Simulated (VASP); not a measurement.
# Li (P6_3/mmc) in VASP: further runs

Runs on Li. Level: PBE. Tasks: relaxation of cell and atoms.

Everything below comes from runs of VASP 6.6.1. Logs are shortened: lines on timing, memory, paths and dates and some standing lists are left out, and cuts for length are marked.

### Step 1. The cell of the first run

It takes space group P6_3/mmc (No. 194, hexagonal). The conventional cell has a = 3.038 Å, b = 3.038 Å, c = 4.921 Å, α = 90.00°, β = 90.00°, γ = 120.00°. Within 4.0 Å of Li (site symmetry -6m2) lie 12 Li at 3.02 to 3.04 Å.

This isn't the form of Li at room conditions, which is bcc.

### Step 2. Relaxation of cell and atoms, PBE, target pressure 0.43 GPa, at which the enthalpy is minimised

Input file INCAR:

```
PREC = Accurate
ENCUT = 600
EDIFF = 1E-6
ISMEAR = -1
SIGMA = 0.1
LREAL = False
LASPH = True
NELM = 60
ALGO = Normal
ISIF = 3
LWAVE = False
LCHARG = False
GGA = PE
IBRION = 2
NSW = 60
EDIFFG = -0.005
PSTRESS = 4.3
```

Input file KPOINTS:

```
regular mesh
0
Gamma
  15 15 8
```

Input file POSCAR:

```
Li
1.0
    3.0378550304      0.0000000000      0.0000000000
   -1.5189275152      2.6308596293      0.0000000000
    0.0000000000      0.0000000000      4.9213251492
Li
2
Direct
    0.3333333333      0.6666666667      0.2500000000
    0.6666666667      0.3333333333      0.7500000000
```

Potentials or basis: VASP PAW PBE potentials, release 64 (Li_sv).

Started as:

```sh
cat potpaw_PBE.64/Li_sv/POTCAR > POTCAR
mpirun -np 1 vasp_std > vasp.out
```

OUTCAR:

```text
PREC = Accurate
   ENCUT = 600
   EDIFF = 1E-6
   ISMEAR = -1
   LREAL = False
   LASPH = True
   NELM = 60
   ISIF = 3
   GGA = PE
   IBRION = 2
   NSW = 60
   EDIFFG = -0.005
   PSTRESS = 4.3

 ion  position               nearest neighbor table
   1  0.333  0.667  0.250-
   2  0.667  0.333  0.750-

  LATTYP: Found a hexagonal cell.
 ALAT       =     3.0378550304
 C/A-ratio  =     1.6200000000

  Lattice vectors:

 A1 = (   3.0378550304,   0.0000000000,   0.0000000000)
 A2 = (  -1.5189275152,   2.6308596293,   0.0000000000)
 A3 = (   0.0000000000,   0.0000000000,   4.9213251492)

Analysis of symmetry for initial positions (statically):
=====================================================================
 Subroutine PRICEL returns:
 Original cell was already a primitive cell.

 Routine SETGRP: Setting up the symmetry group for a
 hexagonal supercell.

 Subroutine GETGRP returns: Found 24 space group operations
 (whereof 12 operations were pure point group operations)
 out of a pool of 24 trial point group operations.

The static configuration has the point symmetry D_3d.
 The point group associated with its full space group is D_6h.

Analysis of symmetry for dynamics (positions and initial velocities):
=====================================================================
 Subroutine PRICEL returns:
 Original cell was already a primitive cell.

 Routine SETGRP: Setting up the symmetry group for a
 hexagonal supercell.

 Subroutine GETGRP returns: Found 24 space group operations
 (whereof 12 operations were pure point group operations)
 out of a pool of 24 trial point group operations.

The dynamic configuration has the point symmetry D_3d.
 The point group associated with its full space group is D_6h.

 Subroutine INISYM returns: Found 24 space group operations
 (whereof 12 operations are pure point group operations),
 and found     1 'primitive' translations

----------------------------------------------------------------------------------------

                                     Primitive cell

  volume of cell :      39.3321

  direct lattice vectors                    reciprocal lattice vectors
     3.037855030  0.000000000  0.000000000     0.329179632  0.190051949  0.000000000
    -1.518927515  2.630859629  0.000000000     0.000000000  0.380103898  0.000000000
     0.000000000  0.000000000  4.921325149     0.000000000  0.000000000  0.203197304

  length of vectors
     3.037855030  3.037855030  4.921325149     0.380103898  0.380103898  0.203197304

  position of ions in fractional coordinates (direct lattice)
     0.333333333  0.666666667  0.250000000
     0.666666667  0.333333333  0.750000000

  ion indices of the primitive-cell ions
   primitive index   ion index
                 1           1
                 2           2

----------------------------------------------------------------------------------------

 KPOINTS: regular mesh

Automatic generation of k-mesh.
 Grid dimensions read from file:
 generate k-points for:   15   15    8

 Generating k-lattice:

  Cartesian coordinates                     Fractional coordinates (reciprocal lattice)
     0.021945309  0.012670130  0.000000000     0.066666667 -0.000000000  0.000000000
     0.000000000  0.025340260  0.000000000     0.000000000  0.066666667  0.000000000
     0.000000000  0.000000000  0.025399663     0.000000000  0.000000000  0.125000000

  Length of vectors
     0.025340260  0.025340260  0.025399663

  Shift w.r.t. Gamma in fractional coordinates (k-lattice)
     0.000000000  0.000000000  0.000000000

 Subroutine IBZKPT returns following result:
 ===========================================

 Found    135 irreducible k-points:

 Following reciprocal coordinates:
            Coordinates               Weight
  0.000000  0.000000  0.000000      1.000000
  0.066667 -0.000000  0.000000      6.000000
  0.133333 -0.000000  0.000000      6.000000
  0.200000 -0.000000  0.000000      6.000000
  0.266667 -0.000000  0.000000      6.000000
  0.333333 -0.000000  0.000000      6.000000
[... 16 lines left out ...]
  0.333333  0.200000  0.000000     12.000000
  0.400000  0.200000  0.000000      6.000000
 [... further k-points ...]
   k-points           NKPTS =    135   k-points in BZ     NKDIM =    135   number of bands    NBANDS=      7
   number of dos      NEDOS =    301   number of ions     NIONS =      2
   total plane-waves  NPLWV =  23040
   dimension x,y,z NGX =    24 NGY =   24 NGZ =   40
   dimension x,y,z NGXF=    48 NGYF=   48 NGZF=   80
   ions per type =               2
   NGX,Y,Z   is equivalent  to a cutoff of  13.13, 13.13, 13.51 a.u.
   NGXF,Y,Z  is equivalent  to a cutoff of  26.27, 26.27, 27.02 a.u.
 SYSTEM =  unknown system
   PREC   = accura    normal or accurate (medium, high low for compatibility)
   ISTART =      0    job   : 0-new  1-cont  2-samecut
   ICHARG =      2    charge: 1-file 2-atom 10-const
   ISPIN  =      1    spin polarized calculation?
   LNONCOLLINEAR =      F non collinear calculations
   LSORBIT =      F    spin-orbit coupling
   LASPH  =      T    aspherical Exc in radial PAW
   ENCUT  =  600.0 eV  44.10 Ry    6.64 a.u.   6.07  6.07  9.83*2*pi/ulx,y,z
   NELM   =     60;   NELMIN=  2; NELMDL= -5     # of ELM steps
   EDIFF  = 0.1E-05   stopping-criterion for ELM
   LREAL  =      F    real-space projection
   EDIFFG = -.5E-02   stopping-criterion for IOM
   NSW    =     60    number of steps for IOM
   IBRION =      2    ionic relax: 0-MD 1-quasi-New 2-CG
   NFREE  =      1    steps in history (QN), initial steepest desc. (CG)
   ISIF   =      3    stress and relaxation
   ISYM   =      2    0-nonsym 1-usesym 2-fastsym
   POTIM  = 0.5000    time-step for ionic-motion
   TEBEG  =    0.0;   TEEND  =   0.0 temperature during run
   PSTRESS=    4.3 pullay stress
   NELECT =       6.0000    total number of electrons
   NUPDOWN=      -1.0000    fix difference up-down
   EMIN   =  10.00;   EMAX   =-10.00  energy-range for DOS
   EFERMI =   0.00;   METHOD = LEGACY
   ISMEAR =    -1;   SIGMA  =   0.10  broadening in eV -4-tet -1-fermi 0-gaus
   EFERMI_NEDOS =   21; number of points for ismear=-14 and -15
   IALGO  =     38    algorithm
   IMIX   =      4    mixing-type and parameters
     AMIX     =   0.40;   BMIX     =  1.00
     AMIX_MAG =   1.60;   BMIX_MAG =  1.00
  volume/ion in A,a.u.               =      19.67       132.71
  Fermi-wavevector in a.u.,A,eV,Ry     =   0.874735  1.653009 10.410643  0.765161
  Thomas-Fermi vector in A             =   1.994307
   LORBIT       =      0    0 simple, 1 ext, 2 COOP (PROOUT), +10 PAW based schemes
   GGA     = PE    functional components
   LHFCALC =     F    Hartree Fock is set to
   AEXX    =    0.0000 exact exchange contribution
   IVDW    =     0    specifies the selected vdW correction
   LEPSILON=     F    determine dielectric tensor
   LRPA    =     F    only Hartree local field effects (RPA)
 conjugate gradient relaxation of ions
 non-spin polarized calculation
  energy-cutoff  :      600.00
  volume of cell :       39.33
 maximum number of plane-waves:      1341
   NGX = 13   NGY = 13   NGZ = 19

--------------------------------------- Ionic step        1  -------------------------------------------

 number of electron       6.0000001 magnetization

 Free energy of the ion-electron system (eV)
  ---------------------------------------------------
  ext. energy  EPLUGINS =         0.00000000
  ---------------------------------------------------
  free energy    TOTEN  =        -3.82506996 eV

  energy without entropy =       -3.79305874  energy(sigma->0) =       -3.80906435

------------------------ aborting loop because EDIFF is reached ----------------------------------------

  FORCE on cell =-STRESS in cart. coord.  units (eV):
  Direction    XX          YY          ZZ          XY          YZ          ZX
  --------------------------------------------------------------------------------------
  -------------------------------------------------------------------------------------
  Total        0.0577160      0.0577160      0.1143190     -0.0000000      0.0000000      0.0000000
  in kB        2.3510396      2.3510396      4.6567428     -0.0000000      0.0000000      0.0000000
  external PRESSURE =      -1.1803926 kB  Pullay stress =       4.3000000 kB
[... 251 lines left out ...]
  enthalpy is  TOTEN    =        -3.7198154294 eV   P V=        0.1045202968

--------------------------------------- Ionic step        8  -------------------------------------------

 number of electron       6.0000009 magnetization

 Free energy of the ion-electron system (eV)
  ---------------------------------------------------
  ext. energy  EPLUGINS =         0.00000000
  ---------------------------------------------------
  free energy    TOTEN  =        -3.82457508 eV

  energy without entropy =       -3.79260884  energy(sigma->0) =       -3.80859196

 E-fermi :   0.7301     XC(G=0):  -7.1380

 val. band max:        0.7178198217   @ k =   0.4000   0.0667   0.3750
 cond. band min:       0.7425190168   @ k =   0.4000   0.0000   0.5000
 fundamental gap:      0.0246991950
 Fermi energy:         0.7300640298

 k-point     1 :       0.0000    0.0000    0.0000
  band No.  band energies     occupation
      1     -45.7277      2.00000
      2     -45.7069      2.00000
      3      -2.8779      2.00000
      4       0.6832      1.23030
      5       3.7578      0.00000
      6      13.5590      0.00000
      7      13.5591      0.00000
[... 221 lines left out ...]
 k-point    24 :       0.4000    0.2000    0.0000
  band No.  band energies     occupation
      1     -45.7043      2.00000
      2     -45.7002      2.00000
      3       1.2483      0.01117
      4       2.2927      0.00000
      5       5.1476      0.00000
      6       6.1633      0.00000
      7       7.1522      0.00000

 [... further k-points ...]

------------------------ aborting loop because EDIFF is reached ----------------------------------------

  FORCE on cell =-STRESS in cart. coord.  units (eV):
  Direction    XX          YY          ZZ          XY          YZ          ZX
  --------------------------------------------------------------------------------------
  -------------------------------------------------------------------------------------
  Total        0.1010427      0.1010427      0.1034147      0.0000000     -0.0000000      0.0000000
  in kB        4.1485669      4.1485669      4.2459567      0.0000000     -0.0000000      0.0000000
  external PRESSURE =      -0.1189698 kB  Pullay stress =       4.3000000 kB
[... 17 lines left out ...]
  FREE ENERGIE OF THE ION-ELECTRON SYSTEM (eV)
  ---------------------------------------------------
  free  energy   TOTEN  =        -3.8245750778 eV

  energy  without entropy=       -3.7926088398  energy(sigma->0) =       -3.80859196

  enthalpy is  TOTEN    =        -3.7198440881 eV   P V=        0.1047309896

 reached required accuracy - stopping structural energy minimisation
```

It took 82 s on 1 thread of Intel Xeon Platinum 8488C (Sapphire Rapids), shared host; peak memory 0.17 GiB.

Results:

- Free energy: -3.8246 eV
- Relaxed volume: 19.51 Å³/atom
- Relaxed cell: a = 3.019 Å, b = 3.019 Å, c = 4.945 Å, α = 90.00°, β = 90.00°, γ = 120.00°
- Space group after relaxing (to 0.1 Å): P6_3/mmc (No. 194)
- Energy change on relaxing (the run minimises the enthalpy): +0.2 meV/atom
- Ionic steps: 8
- Pressure after relaxing: 0.4 GPa
- Band gap on the k mesh: zero (bands 3 and 4 overlap by 4.70 eV)

The path:
| step | energy change (eV) | largest force (eV/Å) | pressure (GPa) | volume (Å³) |
| --- | --- | --- | --- | --- |
| 1 | 0.0000 | 0.0000 | 0.31 | 39.33 |
| 2 | 0.0001 | 0.0000 | 0.35 | 39.25 |
| 3 | 0.0006 | 0.0000 | 0.44 | 39.00 |
| 4 | 0.0009 | 0.0000 | 0.49 | 38.91 |
| 5 | 0.0008 | 0.0000 | 0.46 | 38.93 |
| 6 | 0.0008 | 0.0000 | 0.45 | 38.92 |
| 7 | 0.0007 | 0.0000 | 0.45 | 38.94 |
| 8 | 0.0005 | 0.0000 | 0.42 | 39.02 |

Final structure:
```
Li
1.0
     3.01874    0.00000    0.00000
    -1.50937    2.61430    0.00000
     0.00000    0.00000    4.94466
Li
2
Cartesian
  0.0000 1.7429 1.2362
  1.5094 0.8714 3.7085
```

Levels at points of the mesh, in eV from the Fermi level:
```tsv
k point	band 1	band 2	band 3	band 4	band 5	band 6	band 7
(0.00, 0.00, 0.00)	-46.46	-46.44	-3.61	-0.05	3.03	12.83	12.83
(0.00, 0.00, 0.50)	-46.45	-46.45	-2.48	-2.48	8.15	8.15	13.76
```

Caveat: the cutoff is under 1.25 times the usual one of these potentials, so pressure, stress and relaxed cells hold a basis-set (Pulay) error; the cell is relaxed towards a set pressure, so the run minimises the enthalpy, not the energy.

### Step 3. Relaxation of cell and atoms, PBE, target pressure 0.43 GPa, at which the enthalpy is minimised

Input file INCAR:

```
ALGO = Normal
EDIFF = 1E-7
EDIFFG = -0.005
ENCUT = 600
GGA = PE
IBRION = 2
ISIF = 3
ISMEAR = -1
LASPH = T
LCHARG = F
LREAL = F
LWAVE = F
NELM = 100
NSW = 32
PREC = Accurate
PSTRESS = 4.3
SIGMA = 0.1
```

Input file KPOINTS:

```
k-points
0
Gamma
  15 15 8
```

Input file POSCAR:

```
Li
1.0
    3.0261974357      0.0000000000      0.0000000000
   -1.5130987178      2.6207638562      0.0000000000
    0.0000000000      0.0000000000      4.9565198245
Li
2
Direct
    0.3333333333      0.6666666667      0.2500000000
    0.6666666667      0.3333333333      0.7500000000
```

Potentials or basis: VASP PAW PBE potentials, release 64 (Li_sv).

Started as:

```sh
cat potpaw_PBE.64/Li_sv/POTCAR > POTCAR
mpirun -np 1 vasp_std > vasp.out
```

Wall time 34 s (1 thread of Intel Xeon Platinum 8488C (Sapphire Rapids), shared host); peak memory 0.17 GiB.

Results (log left out):

* Free energy: -3.8245 eV
* Relaxed volume: 19.51 Å³/atom
* Relaxed cell: a = 3.019 Å, b = 3.019 Å, c = 4.945 Å, α = 90.00°, β = 90.00°, γ = 120.00°
* Space group after relaxing (to 0.1 Å): P6_3/mmc (No. 194)
* Energy change on relaxing (the run minimises the enthalpy): +0.3 meV/atom
* Ionic steps: 3
* Pressure after relaxing: 0.4 GPa
* Band gap on the k mesh: zero (bands 3 and 4 overlap by 4.70 eV)

The path:
| step | energy change (eV) | largest force (eV/Å) | pressure (GPa) | volume (Å³) |
| --- | --- | --- | --- | --- |
| 1 | 0.0000 | 0.0000 | 0.32 | 39.31 |
| 2 | 0.0002 | 0.0000 | 0.35 | 39.23 |
| 3 | 0.0007 | 0.0000 | 0.43 | 39.02 |

Final structure:
```
CELL_PARAMETERS angstrom
3.01878 0.00000 0.00000
-1.50939 2.61434 0.00000
0.00000 0.00000 4.94459
ATOMIC_POSITIONS crystal
Li 0.33333 0.66667 0.25000
Li 0.66667 0.33333 0.75000
```

Levels at points of the mesh, in eV from the Fermi level:
```
           k point  band 1  band 2  band 3  band 4  band 5  band 6  band 7
(0.00, 0.00, 0.00)  -46.46  -46.44   -3.61   -0.05    3.03   12.83   12.83
(0.00, 0.00, 0.50)  -46.45  -46.45   -2.48   -2.48    8.15    8.15   13.76
```

Caveat: the cutoff is under 1.25 times the usual one of these potentials, so pressure, stress and relaxed cells hold a basis-set (Pulay) error; the cell is relaxed towards a set pressure, so the run minimises the enthalpy, not the energy.

The gap in the log of VASP goes by the Fermi energy; the results here count the filled bands.